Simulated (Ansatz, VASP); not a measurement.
## Cl: VASP beside Ansatz

INCAR

```
ALGO = Normal
EDIFF = 1E-6
EDIFFG = -0.01
ENCUT = 600
GGA = PE
IBRION = 2
ISIF = 3
ISMEAR = -1
LASPH = T
LCHARG = F
LREAL = F
LWAVE = F
NELM = 100
NSW = 60
PREC = Accurate
SIGMA = 0.05
```

The input KPOINTS:

```
k-points
0
Gamma
  7 7 4
```

POSCAR

```
Cl
1.0
    3.1450000000     -2.2500000000      0.0000000000
    3.1450000000      2.2500000000      0.0000000000
    0.0000000000      0.0000000000      8.2100000000
Cl
4
Direct
    0.3700000000      0.6300000000      0.4000000000
    0.1300000000      0.8700000000      0.9000000000
    0.6300000000      0.3700000000      0.6000000000
    0.8700000000      0.1300000000      0.1000000000
```

Contents of input.yaml:

```yaml
crystal:
  lattice:
    - [3.145, -2.25, 0.0]
    - [3.145, 2.25, 0.0]
    - [0.0, 0.0, 8.21]
  atoms:
    - { symbol: Cl, position: [0.37, 0.63, 0.4] }
    - { symbol: Cl, position: [0.13, 0.87, 0.9] }
    - { symbol: Cl, position: [0.63, 0.37, 0.6] }
    - { symbol: Cl, position: [0.87, 0.13, 0.1] }
hamiltonian:
  xc: pbe
  pseudopotentials: { kind: paw }
kpoints:
  mp_grid: { grid: [7, 7, 4] }
scf:
  occupations: { method: fermi_dirac, width: 0.05 }
output:
  forces: true
  stress: true
  eigenvalues: true
  write_density: true
  write_potential: true
  elf: true
  volumetric_format: npy
relax:
  f_tol: 0.01
  max_steps: 40
  cell: { stress_tol: 0.05 }
```

Alike in both runs: task relaxation of cell and atoms; functional PBE; k mesh 7 × 7 × 4; occupations fermi-dirac, width 0.05 eV; no spin polarisation.

|  | VASP | Ansatz |
| --- | --- | --- |
| version | VASP 6.6.1 | Ansatz 0.2.0 |
| potentials or method | VASP PAW PBE potentials, release 64 (Cl) | Ansatz PAW |
| plane-wave cutoff (eV) | 600 | 420 |
| valence electrons in the cell | 28 | 28 |

Ansatz gave:

```
gap on the k mesh at the Fermi level, each at its own relaxed structure (eV) : 2.30
relaxed volume (Å³/atom)                                                     : 35.43
relaxed length of the cell vector where the two differ most in proportion (Å)              : 4.501
```

Problem. What did VASP give for the same quantities?

Solution. gap on the k mesh at the Fermi level, each at its own relaxed structure (eV): 2.42; relaxed volume (Å³/atom): 35.20; relaxed length of the cell vector where the two differ most in proportion (Å): 4.462.

Noted on VASP's run: the volume moved by over 15 % at a fixed basis, so the end points are rough. Noted on Ansatz's run: the volume moved by over 15 % at a fixed basis, so the end points are rough; odd divisions of the mesh miss points on the zone boundary, where band edges often lie, so the gap on the mesh can be too wide; the plane-wave basis is chosen anew once the cell has moved, so the energies of steps on either side of that aren't comparable.
